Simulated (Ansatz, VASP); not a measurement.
## CdI2: VASP beside Ansatz

INCAR

```
PREC = Accurate ; ENCUT = 500
EDIFF = 1E-6 ; ISMEAR = 0
SIGMA = 0.01 ; LREAL = F
LASPH = T ; NELM = 120
ALGO = Normal ; ISIF = 2
LWAVE = F ; LCHARG = F
NBANDS = 20 ; GGA_COMPAT = F
```

KPOINTS

```
Automatic mesh
0
Gamma
  4 4 3
```

File POSCAR:

```
CdI2
1.0
    4.2440000000      0.0000000000      0.0000000000
   -2.1220000000      3.6754118137      0.0000000000
    0.0000000000      0.0000000000      6.8590000000
Cd I
1 2
Direct
    0.0000000000      0.0000000000      0.0000000000
    0.3333333333      0.6666666667      0.2492000000
    0.6666666667      0.3333333333      0.7508000000
```

Input for Ansatz:

```yaml
crystal:
  lattice:
    a: 4.244
    b: 4.244
    c: 6.859
    alpha: 90.0
    beta: 90.0
    gamma: 120.0
  space_group: 164
  atoms:
    - { symbol: Cd, position: [0.0, 0.0, 0.0] }
    - { symbol: I, position: [0.3333333333333333, 0.6666666666666666, 0.2492] }
kpoints:
  mp_grid:
    grid: [4, 4, 3]
    shift: [0.0, 0.0, 0.0]
hamiltonian:
  xc: lda
  pseudopotentials:
    kind: all_electron
    lapw: {}
scf:
  occupations:
    method: fixed
output:
  forces: true
  stress: true
  eigenvalues: true
```

Alike in both runs: task single point; functional LDA; k mesh 4 × 4 × 3; no spin polarisation.

|  | VASP | Ansatz |
| --- | --- | --- |
| version | VASP 6.6.1 | Ansatz 0.2.0 |
| potentials or method | VASP PAW LDA potentials, release 64 (Cd, I), cutoff 500 eV | all-electron (LAPW or listed datasets) |
| occupations | gaussian, width 0.01 eV | fixed |

|  | VASP | Ansatz | Ansatz less VASP |
| --- | --- | --- | --- |
| gap on the k mesh at the Fermi level (eV) | 2.25 | 2.24 | -0.011 |
| pressure (GPa) | -1.5 | -1.7 | -0.15 |
| traceless stress, the component that is largest in VASP (GPa) | -0.08 | -0.07 | +0.011 |
| rms of the force components (eV/Å) | 0.094 | 0.109 | +0.0147 |

LDA's correlation is that of Perdew and Zunger in VASP and of Perdew and Wang (1992) in Ansatz. Atom by atom the forces differ by 0.015 eV/Å (rms over components). Ansatz ran all-electron here, and VASP with PAW potentials.

The k mesh is coarse, so the values compare programs but aren't converged. Neither program's run includes spin-orbit coupling.
